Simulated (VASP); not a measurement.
# SrO (Immm) in VASP: a series of runs

SrO is run at these levels: PBE; tasks: single point.

Program: VASP 6.6.1. These are calculated values, not measurements. Logs are shortened: lines on timing, memory, paths and dates and some standing lists are left out, and cuts for length are marked.

### Step 1. The cell of the first run

It takes space group Immm (No. 71, orthorhombic). The conventional cell has a = 3.600 Å, b = 3.747 Å, c = 5.195 Å, α = 90.00°, β = 90.00°, γ = 90.00°. Sr (site symmetry mmm) has 6 O at 2.60 Å within 3.4 Å. Within 3.4 Å of O (site symmetry mmm) lie 6 Sr at 2.60 Å.

### Step 2. Single point, PBE (strain -0.0400 x Voigt [0, 0, 0, 0, 0, 1])

File INCAR:

```
ALGO     = Normal         # electronic algorithm
EDIFF    = 1E-7           # SCF threshold, eV
ENCUT    = 520            # plane-wave cutoff, eV
GGA      = PE             # functional
ISIF     = 2              # what is computed and relaxed
ISMEAR   = 0              # smearing method
LASPH    = T              # aspherical terms in the spheres
LCHARG   = F              # write CHGCAR
LREAL    = F              # projectors in reciprocal space
LWAVE    = F              # write WAVECAR
NBANDS   = 15             # bands
NELM     = 60             # most SCF steps
PREC     = Accurate       # precision mode
SIGMA    = 0.05           # smearing width, eV
```

File KPOINTS:

```
k-points
0
Gamma
  8 8 8
```

File POSCAR:

```
SrO
1.0
   -0.0519478352      2.5973917585      2.5973917585
    2.5973917585     -0.0519478352      2.5973917585
    2.5454439233      2.5454439233      0.0000000000
Sr O
1 1
Direct
    0.0000000000      0.0000000000      0.0000000000
    0.5000000000      0.5000000000      0.5000000000
```

Potentials or basis: VASP PAW PBE potentials, release 64 (Sr_sv, O).

Run with:

```console
> cat potpaw_PBE.64/Sr_sv/POTCAR potpaw_PBE.64/O/POTCAR > POTCAR
> mpirun -np 1 vasp_std > vasp.out
```

OUTCAR:

```text
EDIFF = 1E-7
   ENCUT = 520
   GGA = PE
   ISIF = 2
   ISMEAR = 0
   LASPH = T
   LREAL = F
   NELM = 60
   PREC = Accurate

 ion  position               nearest neighbor table
   1  0.000  0.000  0.000-   2 2.60   2 2.60   2 2.60   2 2.60   2 2.60   2 2.60
   2  0.500  0.500  0.500-   1 2.60   1 2.60   1 2.60   1 2.60   1 2.60   1 2.60

  LATTYP: Found a body centered orthorhombic cell.
 ALAT       =     3.5998013186
 B/A-ratio  =     1.0408163266
 C/A-ratio  =     1.4430750637

  Lattice vectors:

 A1 = (   0.0519478352,  -2.5973917585,  -2.5973917585)
 A2 = (  -0.0519478352,   2.5973917585,  -2.5973917585)
 A3 = (   2.5973917585,  -0.0519478352,   2.5973917585)

Analysis of symmetry for initial positions (statically):
=====================================================================
 Subroutine PRICEL returns:
 Original cell was already a primitive cell.

 Routine SETGRP: Setting up the symmetry group for a
 body centered orthorhombic supercell.

 Subroutine GETGRP returns: Found  8 space group operations
 (whereof  8 operations were pure point group operations)
 out of a pool of  8 trial point group operations.

The static configuration has the point symmetry D_2h.

Analysis of symmetry for dynamics (positions and initial velocities):
=====================================================================
 Subroutine PRICEL returns:
 Original cell was already a primitive cell.

 Routine SETGRP: Setting up the symmetry group for a
 body centered orthorhombic supercell.

 Subroutine GETGRP returns: Found  8 space group operations
 (whereof  8 operations were pure point group operations)
 out of a pool of  8 trial point group operations.

The dynamic configuration has the point symmetry D_2h.

 Subroutine INISYM returns: Found  8 space group operations
 (whereof  8 operations are pure point group operations),
 and found     1 'primitive' translations

----------------------------------------------------------------------------------------

                                     Primitive cell

  volume of cell :      35.0323

  direct lattice vectors                    reciprocal lattice vectors
    -0.051947835  2.597391759  2.597391759    -0.188726278  0.188726278  0.192500803
     2.597391759 -0.051947835  2.597391759     0.188726278 -0.188726278  0.192500803
     2.545443923  2.545443923  0.000000000     0.196429391  0.196429391 -0.192500803

  length of vectors
     3.673633960  3.673633960  3.599801319     0.329077157  0.329077157  0.337972737

  position of ions in fractional coordinates (direct lattice)
     0.000000000  0.000000000  0.000000000
     0.500000000  0.500000000  0.500000000

  ion indices of the primitive-cell ions
   primitive index   ion index
                 1           1
                 2           2

----------------------------------------------------------------------------------------

 KPOINTS: k-points

Automatic generation of k-mesh.
 Grid dimensions read from file:
 generate k-points for:    8    8    8

 Generating k-lattice:

  Cartesian coordinates                     Fractional coordinates (reciprocal lattice)
    -0.023590785  0.023590785  0.024062600     0.125000000 -0.000000000  0.000000000
     0.023590785 -0.023590785  0.024062600    -0.000000000  0.125000000  0.000000000
     0.024553674  0.024553674 -0.024062600     0.000000000  0.000000000  0.125000000

  Length of vectors
     0.041134645  0.041134645  0.042246592

  Shift w.r.t. Gamma in fractional coordinates (k-lattice)
     0.000000000  0.000000000  0.000000000

 Subroutine IBZKPT returns following result:
 ===========================================

 Found     95 irreducible k-points:

 Following reciprocal coordinates:
            Coordinates               Weight
  0.000000  0.000000  0.000000      1.000000
  0.125000  0.000000  0.000000      4.000000
  0.250000  0.000000  0.000000      4.000000
  0.375000 -0.000000  0.000000      4.000000
  0.500000  0.000000  0.000000      2.000000
  0.125000  0.125000  0.000000      2.000000
[... 16 lines left out ...]
  0.125000 -0.000000  0.125000      4.000000
  0.250000  0.000000  0.125000      8.000000
 [... further k-points ...]
   k-points           NKPTS =     95   k-points in BZ     NKDIM =     95   number of bands    NBANDS=     15
   number of dos      NEDOS =    301   number of ions     NIONS =      2
   total plane-waves  NPLWV =  21952
   dimension x,y,z NGX =    28 NGY =   28 NGZ =   28
   dimension x,y,z NGXF=    56 NGYF=   56 NGZF=   56
   ions per type =               1   1
   NGX,Y,Z   is equivalent  to a cutoff of  12.67, 12.67, 12.93 a.u.
   NGXF,Y,Z  is equivalent  to a cutoff of  25.34, 25.34, 25.86 a.u.
 SYSTEM =  unknown system
   PREC   = accura    normal or accurate (medium, high low for compatibility)
   ISTART =      0    job   : 0-new  1-cont  2-samecut
   ICHARG =      2    charge: 1-file 2-atom 10-const
   ISPIN  =      1    spin polarized calculation?
   LNONCOLLINEAR =      F non collinear calculations
   LSORBIT =      F    spin-orbit coupling
   LASPH  =      T    aspherical Exc in radial PAW
   ENCUT  =  520.0 eV  38.22 Ry    6.18 a.u.   6.83  6.83  6.69*2*pi/ulx,y,z
   NELM   =     60;   NELMIN=  2; NELMDL= -5     # of ELM steps
   EDIFF  = 0.1E-06   stopping-criterion for ELM
   LREAL  =      F    real-space projection
   EDIFFG = 0.1E-05   stopping-criterion for IOM
   NSW    =      0    number of steps for IOM
   IBRION =     -1    ionic relax: 0-MD 1-quasi-New 2-CG
   NFREE  =      0    steps in history (QN), initial steepest desc. (CG)
   ISIF   =      2    stress and relaxation
   ISYM   =      2    0-nonsym 1-usesym 2-fastsym
   POTIM  = 0.5000    time-step for ionic-motion
   TEBEG  =    0.0;   TEEND  =   0.0 temperature during run
   PSTRESS=    0.0 pullay stress
   NELECT =      16.0000    total number of electrons
   NUPDOWN=      -1.0000    fix difference up-down
   EMIN   =  10.00;   EMAX   =-10.00  energy-range for DOS
   EFERMI =   0.00;   METHOD = LEGACY
   ISMEAR =     0;   SIGMA  =   0.05  broadening in eV -4-tet -1-fermi 0-gaus
   EFERMI_NEDOS =   21; number of points for ismear=-14 and -15
   IALGO  =     38    algorithm
   IMIX   =      4    mixing-type and parameters
     AMIX     =   0.40;   BMIX     =  1.00
     AMIX_MAG =   1.60;   BMIX_MAG =  1.00
  volume/ion in A,a.u.               =      17.52       118.20
  Fermi-wavevector in a.u.,A,eV,Ry     =   1.260739  2.382452 21.625964  1.589464
  Thomas-Fermi vector in A             =   2.394234
   LORBIT       =      0    0 simple, 1 ext, 2 COOP (PROOUT), +10 PAW based schemes
   GGA     = PE    functional components
   LHFCALC =     F    Hartree Fock is set to
   AEXX    =    0.0000 exact exchange contribution
   IVDW    =     0    specifies the selected vdW correction
   LEPSILON=     F    determine dielectric tensor
   LRPA    =     F    only Hartree local field effects (RPA)
 non-spin polarized calculation
 Gauss-broadening in eV      SIGMA  =   0.05
  energy-cutoff  :      520.00
  volume of cell :       35.03
 maximum number of plane-waves:       958
   NGX = 13   NGY = 13   NGZ = 13

 number of electron      16.0000000 magnetization

 Free energy of the ion-electron system (eV)
  ---------------------------------------------------
  ext. energy  EPLUGINS =         0.00000000
  ---------------------------------------------------
  free energy    TOTEN  =       -12.04509641 eV

  energy without entropy =      -12.04509641  energy(sigma->0) =      -12.04509641

 E-fermi :   1.9036     XC(G=0):  -9.8852

 val. band max:        1.5752460245   @ k =   0.0000   0.0000   0.0000
 cond. band min:       4.7993235416   @ k =   0.5000   0.5000   0.0000
 fundamental gap:      3.2240775171
 Fermi energy:         1.9036373476

 k-point     1 :       0.0000    0.0000    0.0000
  band No.  band energies     occupation
      1     -30.9816      2.00000
      2     -13.5254      2.00000
      3     -12.6547      2.00000
      4     -12.6491      2.00000
      5     -12.6391      2.00000
      6       1.4873      2.00000
      7       1.5253      2.00000
      8       1.5752      2.00000
      9       5.2842      0.00000
     10       7.4287      0.00000
     11       7.6554      0.00000
     12       7.9089      0.00000
     13       9.7774      0.00000
     14       9.7801      0.00000
     15      14.0945      0.00000

 k-point     2 :       0.1250    0.0000    0.0000
  band No.  band energies     occupation
      1     -30.9653      2.00000
      2     -13.9060      2.00000
      3     -12.6590      2.00000
      4     -12.6509      2.00000
      5     -12.3109      2.00000
      6       1.0584      2.00000
      7       1.3277      2.00000
      8       1.4035      2.00000
      9       5.9538      0.00000
     10       7.4048      0.00000
     11       7.8664      0.00000
     12       8.1918      0.00000
     13      10.1602      0.00000
     14      10.1637      0.00000
     15      14.9826      0.00000

 k-point     3 :       0.2500    0.0000    0.0000
  band No.  band energies     occupation
      1     -30.9256      2.00000
      2     -14.4624      2.00000
      3     -12.6793      2.00000
      4     -12.6785      2.00000
      5     -11.8476      2.00000
      6       0.2627      2.00000
      7       0.9261      2.00000
      8       1.0301      2.00000
      9       7.2636      0.00000
     10       7.5789      0.00000
     11       8.6029      0.00000
     12       8.9537      0.00000
     13      11.1309      0.00000
     14      11.1313      0.00000
     15      16.7562      0.00000
[... 343 lines left out ...]
 k-point    23 :       0.1250   -0.0000    0.1250
  band No.  band energies     occupation
      1     -30.9583      2.00000
      2     -13.9325      2.00000
      3     -12.6981      2.00000
      4     -12.6974      2.00000
      5     -12.2493      2.00000
      6       0.7954      2.00000
      7       1.4559      2.00000
      8       1.4627      2.00000
      9       6.0436      0.00000
     10       6.9885      0.00000
     11       8.2832      0.00000
     12       8.3125      0.00000
     13       9.9837      0.00000
     14      10.5445      0.00000
     15      15.3545      0.00000

 k-point    24 :       0.2500    0.0000    0.1250
  band No.  band energies     occupation
      1     -30.9272      2.00000
      2     -14.3010      2.00000
      3     -12.7383      2.00000
      4     -12.7314      2.00000
      5     -11.9655      2.00000
      6       0.3167      2.00000
      7       1.1702      2.00000
      8       1.2716      2.00000
      9       6.7529      0.00000
     10       7.0060      0.00000
     11       8.9117      0.00000
     12       9.1191      0.00000
     13      10.5600      0.00000
     14      11.3537      0.00000
     15      16.8447      0.00000

 [... further k-points ...]

------------------------ aborting loop because EDIFF is reached ----------------------------------------

  FORCE on cell =-STRESS in cart. coord.  units (eV):
  Direction    XX          YY          ZZ          XY          YZ          ZX
  --------------------------------------------------------------------------------------
  -------------------------------------------------------------------------------------
  Total        0.1185959      0.1185959      0.0944526      0.4758121      0.0000000      0.0000000
  in kB        5.4238974      5.4238974      4.3197210     21.7609277      0.0000000      0.0000000
  external PRESSURE =       5.0558386 kB  Pullay stress =       0.0000000 kB

 VOLUME and BASIS-vectors are now :
 -----------------------------------------------------------------------------
  energy-cutoff  :      520.00
  volume of cell :       35.03
      direct lattice vectors                 reciprocal lattice vectors
    -0.051947835  2.597391759  2.597391759    -0.188726278  0.188726278  0.192500803
     2.597391759 -0.051947835  2.597391759     0.188726278 -0.188726278  0.192500803
     2.545443923  2.545443923  0.000000000     0.196429391  0.196429391 -0.192500803

 POSITION                                       TOTAL-FORCE (eV/Angst)
 -----------------------------------------------------------------------------------
      0.00000      0.00000      0.00000         0.000000      0.000000      0.000000
      2.54544      2.54544      2.59739        -0.000000     -0.000000      0.000000
 -----------------------------------------------------------------------------------
    total drift:                                0.000000      0.000000      0.000000

  FREE ENERGIE OF THE ION-ELECTRON SYSTEM (eV)
  ---------------------------------------------------
  free  energy   TOTEN  =       -12.0450964106 eV

  energy  without entropy=      -12.0450964106  energy(sigma->0) =      -12.04509641
```

It took 77 s on 1 thread of AMD EPYC 7R13, shared host; peak memory 0.16 GiB.

Results:

- Free energy: -12.0451 eV
- Pressure: 0.5 GPa
- Band gap on the k mesh: 3.22 eV, indirect (least direct gap 3.33 eV)

Caveat: the cell differs from its parent crystal (strain -0.0400 x Voigt [0, 0, 0, 0, 0, 1]).

### Step 3. Single point, PBE (strain +0.0300 x Voigt [0, 0, 0, 0, 0, 1])

File INCAR:

```
SYSTEM = SrO
PREC     = Accurate       ! precision mode
ENCUT    = 520            ! plane-wave cutoff, eV
EDIFF    = 1E-6           ! SCF threshold, eV
ISMEAR   = 0              ! smearing method
SIGMA    = 0.05           ! smearing width, eV
LREAL    = .False.        ! projectors in reciprocal space
LASPH    = .True.         ! aspherical terms in the spheres
NELM     = 60             ! most SCF steps
ALGO     = Normal         ! electronic algorithm
ISIF     = 2              ! what is computed and relaxed
LWAVE    = .False.        ! write WAVECAR
LCHARG   = .False.        ! write CHGCAR
GGA      = PE             ! functional
NBANDS   = 15             ! bands
```

File KPOINTS:

```
Automatic mesh
0
Gamma
  8 8 8
  0 0 0
```

File POSCAR:

```
SrO
1.0
    0.0389608764      2.5973917585      2.5973917585
    2.5973917585      0.0389608764      2.5973917585
    2.6363526349      2.6363526349      0.0000000000
Sr O
1 1
Direct
    0.0000000000      0.0000000000      0.0000000000
    0.5000000000      0.5000000000      0.5000000000
```

Potentials or basis: VASP PAW PBE potentials, release 64 (Sr_sv, O).

Run with:

```console
> cat potpaw_PBE.64/Sr_sv/POTCAR potpaw_PBE.64/O/POTCAR > POTCAR
> mpirun -np 1 vasp_std > vasp.out
```

Run time: 68 s. Hardware: 1 thread of AMD EPYC 7R13, shared host; peak memory 0.16 GiB.

The run converged. Its results:

```yaml
Free_energy: -12.0493 eV
Pressure: 0.5 GPa
Band_gap_on_the_k_mesh: 3.24 eV, indirect (least direct gap 3.34 eV)
```

Stress tensor (GPa, compression positive):
```
 0.53 -1.63  0.00
-1.63  0.53  0.00
 0.00  0.00  0.47
```

Levels at points of the mesh, in eV from the valence-band top:
```tsv
k point	band 4	band 5	band 6	band 7	band 8	band 9	band 10	band 11	band 12	band 13
(0.00, 0.00, 0.00)	-14.21	-14.20	-0.07	-0.04	0.00	3.73	5.93	6.10	6.29	8.21
(0.50, 0.00, 0.00)	-14.28	-13.06	-2.15	-1.20	-1.11	6.41	8.20	8.56	8.85	11.57
(0.50, 0.50, 0.00)	-14.56	-14.52	-0.52	-0.18	-0.10	3.24	7.54	9.94	10.07	10.79
(0.00, 0.00, 0.50)	-14.27	-13.00	-2.15	-1.12	-1.02	6.33	8.16	8.44	8.71	11.55
(0.50, 0.00, 0.50)	-14.54	-14.53	-0.52	-0.14	-0.14	3.24	7.52	9.91	10.08	10.80
```

Caveat: the cell differs from its parent crystal (strain +0.0300 x Voigt [0, 0, 0, 0, 0, 1]).

### Step 4. Single point, PBE (strain -0.0200 x Voigt [0, 0, 0, 0, 0, 1])

File INCAR:

```
PREC = Accurate
ENCUT = 520
EDIFF = 1E-7
ISMEAR = 0
SIGMA = 0.05
LREAL = False
LASPH = True
NELM = 60
ALGO = Normal
ISIF = 2
LWAVE = False
LCHARG = False
GGA = PE
NBANDS = 15
```

File KPOINTS:

```
Automatic mesh
0
Gamma
  8 8 8
```

File POSCAR:

```
SrO
1.0
   -0.0259739176      2.5973917585      2.5973917585
    2.5973917585     -0.0259739176      2.5973917585
    2.5714178409      2.5714178409      0.0000000000
Sr O
1 1
Direct
    0.0000000000      0.0000000000      0.0000000000
    0.5000000000      0.5000000000      0.5000000000
```

Run with:

```console
> cat potpaw_PBE.64/Sr_sv/POTCAR potpaw_PBE.64/O/POTCAR > POTCAR
> mpirun -np 1 vasp_std > vasp.out
```

Run time: 79 s. Hardware: 1 thread of AMD EPYC 7R13, shared host; peak memory 0.16 GiB.

The run converged. Its results:

```yaml
Free_energy: -12.0523 eV
Pressure: 0.5 GPa
Band_gap_on_the_k_mesh: 3.26 eV, indirect (least direct gap 3.36 eV)
```

Stress tensor (GPa, compression positive):
```
0.52 1.09 0.00
1.09 0.52 0.00
0.00 0.00 0.49
```

Levels at points of the mesh, in eV from the valence-band top:
```
           k point  band 5  band 6  band 7  band 8  band 9  band 10  band 11  band 12
(0.00, 0.00, 0.00)  -14.19   -0.04   -0.02    0.00    3.74     6.00     6.12     6.24
(0.50, 0.00, 0.00)  -12.99   -2.14   -1.11   -1.04    6.37     8.18     8.51     8.70
(0.50, 0.50, 0.00)  -14.51   -0.51   -0.16   -0.10    3.26     7.55     9.95    10.09
(0.00, 0.00, 0.50)  -13.03   -2.13   -1.16   -1.10    6.41     8.20     8.60     8.79
(0.50, 0.00, 0.50)  -14.52   -0.51   -0.13   -0.13    3.26     7.54     9.94    10.09
```

Caveat: the cell differs from its parent crystal (strain -0.0200 x Voigt [0, 0, 0, 0, 0, 1]).

### Step 5. Overview

```csv
cell,gap on the mesh (eV),pressure (GPa)
"a = 3.674, b = 3.674, c = 3.600 Å, angles 60.7, 60.7, 61.3°, 2 atoms",3.22,0.5
"a = 3.673, b = 3.673, c = 3.728 Å, angles 59.5, 59.5, 59.0°, 2 atoms",3.24,0.5
"a = 3.673, b = 3.673, c = 3.637 Å, angles 60.3, 60.3, 60.7°, 2 atoms",3.26,0.5
```

Alike in all rows: task single point; level PBE; potentials or basis VASP PAW PBE potentials, release 64 (Sr_sv, O); no spin polarisation; k mesh 8 × 8 × 8; cutoff (eV) 520; smearing gaussian 0.05 eV.

Total energies depend on the potentials used, so only differences within one code and one set of settings carry meaning.
